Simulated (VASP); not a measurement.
Crystal: Li2BeS2.

```
CELL_PARAMETERS angstrom
3.26236 0.00000 0.00000
-1.63118 2.82529 0.00000
0.00000 0.00000 6.20309
ATOMIC_POSITIONS crystal
Li 0.00000 0.00000 0.34220
Li 0.33333 0.66667 0.84220
Be 0.33333 0.66667 0.21255
S 0.00000 0.00000 0.00000
S 0.33333 0.66667 0.50000
```

- Program: VASP 6.6.1
- Task: relaxation of cell and atoms
- Functional: PBE
- Potentials or basis: VASP PAW PBE potentials, release 64 (Li_sv, Be, S)
- Cutoff: 600 eV
- k mesh: 6 × 6 × 4
- Occupations: gaussian, width 0.1 eV
- Spin: no spin polarisation

At the start: pressure 31.3 GPa; volume 11.43 Å³/atom.

Where does the relaxation end?

Over 14 steps the energy falls by 571.9 meV/atom and the volume is 16.40 Å³/atom (+43.4 %); space group P3m1 (No. 156, to 0.05 Å).

The path:
| step | energy change (eV) | largest force (eV/Å) | pressure (GPa) | volume (Å³) |
| --- | --- | --- | --- | --- |
| 1 | 0.0000 | 4.1400 | 31.30 | 57.17 |
| 2 | -2.0812 | 3.1395 | -0.77 | 77.69 |
| 3 | -2.0818 | 3.1209 | -0.44 | 77.22 |
| 4 | -2.6422 | 1.1429 | -0.47 | 80.76 |
| 5 | -2.7019 | 0.8565 | 0.11 | 82.38 |
| 6 | -2.7024 | 0.8757 | 0.03 | 82.23 |
| 7 | -2.7955 | 0.4474 | -0.66 | 82.91 |
| 8 | -2.8225 | 0.3024 | -1.05 | 83.49 |
| 9 | -2.8471 | 0.2135 | 0.00 | 82.03 |
| 10 | -2.8512 | 0.3180 | 0.71 | 81.14 |
| 11 | -2.8570 | 0.2151 | 0.10 | 81.57 |
| 12 | -2.8575 | 0.1317 | 0.23 | 81.47 |
| 13 | -2.8594 | 0.0432 | 0.01 | 81.90 |
| 14 | -2.8594 | 0.0384 | -0.04 | 81.99 |

Final structure:
```
Li Be S
1.0
     3.74456    0.00000    0.00000
    -1.87228    3.24288    0.00000
     0.00000    0.00000    6.75229
Li Be S
2 1 2
Direct
  0.00000 0.00000 0.40492
  0.33333 0.66667 0.80553
  0.33333 0.66667 0.17566
  0.00000 0.00000 0.04121
  0.33333 0.66667 0.46963
```

Caveat: the cutoff is under 1.25 times the usual one of these potentials, so pressure, stress and relaxed cells hold a basis-set (Pulay) error; the volume moved by over 15 % at a fixed basis, so the end points are rough.
